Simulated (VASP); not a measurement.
Write the native input for VASP 6.6.1 that does the following.

```yaml
Task: single point
Functional: PBEsol
Potentials_or_basis: VASP PAW PBE potentials, release 64 (Na_pv)
Cutoff: 520 eV
k_mesh: 12 × 12 × 7
Occupations: fermi-dirac, width 0.1 eV
Spin: no spin polarisation
Dipole_correction: no
Further_INCAR_settings: ALGO = Normal; EDIFF = 1e-07; NBANDS = 14
```

The structure of Na lies in POSCAR:

```
Na
1.0
    3.6821323403      0.0000000000      0.0000000000
   -1.8410661701      3.1888201468      0.0000000000
    0.0000000000      0.0000000000      5.9949226169
Na
2
Direct
    0.3333333333      0.6666666667      0.2500000000
    0.6666666667      0.3333333333      0.7500000000
```

One way to write it, as run:

INCAR

```
  PREC = Accurate
  ENCUT = 520
  EDIFF = 1E-7
  ISMEAR = -1
  SIGMA = 0.1
  LREAL = False
  LASPH = True
  NELM = 100
  ALGO = Normal
  ISIF = 2
  LWAVE = False
  LCHARG = False
  GGA = PS
  NBANDS = 14
```

KPOINTS

```
Automatic mesh
0
Gamma
  12 12 7
```

Potentials or basis: VASP PAW PBE potentials, release 64 (Na_pv).

Run with:

```bash
$ cat potpaw_PBE.64/Na_pv/POTCAR > POTCAR
$ mpirun -np 1 vasp_std > vasp.out
```

It gave:

| Property | Result |
| --- | --- |
| Pressure | 0.3 GPa |
| Band gap on the k mesh | zero (band 7 reaches 2.47 eV, above the bottom of band 8 at -1.54 eV) |

Caveat: the PAW data sets were made with another functional, which shifts forces and pressure a little.

Wall time 49 s on 1 thread of Intel(R) Xeon(R) 6975P-C (Granite Rapids), on a shared host, peak memory 0.2 GiB.
